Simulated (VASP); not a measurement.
Write the native input for VASP 6.6.1 that does the following.

| Property | Result |
| --- | --- |
| Task | single point |
| Functional | PBE |
| Potentials or basis | VASP PAW PBE potentials, release 64 (Ge_d, Sb, S) |
| Cutoff | 520 eV |
| k mesh | 6 × 6 × 2 |
| Occupations | gaussian, width 0.1 eV |
| Spin | no spin polarisation |
| Dipole correction | no |
| Further INCAR settings | ALGO = Normal; EDIFF = 1e-06; NBANDS = 30 |

The structure of Ge2Sb2S lies in POSCAR:

```
Ge2Sb2S
1.0
    4.5613426700      0.0000000000      0.0000000000
   -2.2806713300      3.9502386300      0.0000000000
    0.0000000000      0.0000000000      7.8391181300
Ge Sb S
2 2 1
Direct
    0.3333333300      0.6666666700      0.2621699900
    0.6666666700      0.3333333300      0.7378300100
    0.3333333300      0.6666666700      0.6293000000
    0.6666666700      0.3333333300      0.3707000000
    0.0000000000      0.0000000000      0.0000000000
```

The cell was built from a structure type or drawn by symmetry, and may not be a known phase.

One way to write it, as run:

INCAR

```
PREC = Accurate ; ENCUT = 520
EDIFF = 1E-6 ; ISMEAR = 0
SIGMA = 0.1 ; LREAL = F
LASPH = T ; NELM = 80
ALGO = Normal ; ISIF = 2
LWAVE = F ; LCHARG = F
GGA = PE ; NBANDS = 30
```

KPOINTS

```
regular mesh
0
Gamma
  6 6 2
```

Potentials or basis: VASP PAW PBE potentials, release 64 (Ge_d, Sb, S).

Command:

```console
$ cat potpaw_PBE.64/Ge_d/POTCAR potpaw_PBE.64/Sb/POTCAR potpaw_PBE.64/S/POTCAR > POTCAR
$ mpirun -np 1 vasp_std > vasp.out
```

Results of the run:

| Item | Value |
| --- | --- |
| Pressure | -0.2 GPa |
| Largest force | 1.516 eV/Å |
| Band gap on the k mesh | zero (bands 22 and 23 overlap by 0.67 eV) |

Caveat: the k points lie up to 0.40 Å⁻¹ apart, too coarse for converged energies and pressures of a metal; spin-orbit coupling is left out, which moves the levels of the heavy elements; forces of over 1 eV/Å act on the atoms, so gaps and moduli don't describe the material at rest.

It took 88 s on 1 thread of Intel(R) Xeon(R) Platinum 8259CL CPU @ 2.50GHz (Skylake/Cascade Lake) (shared host), peak memory 0.28 GiB.
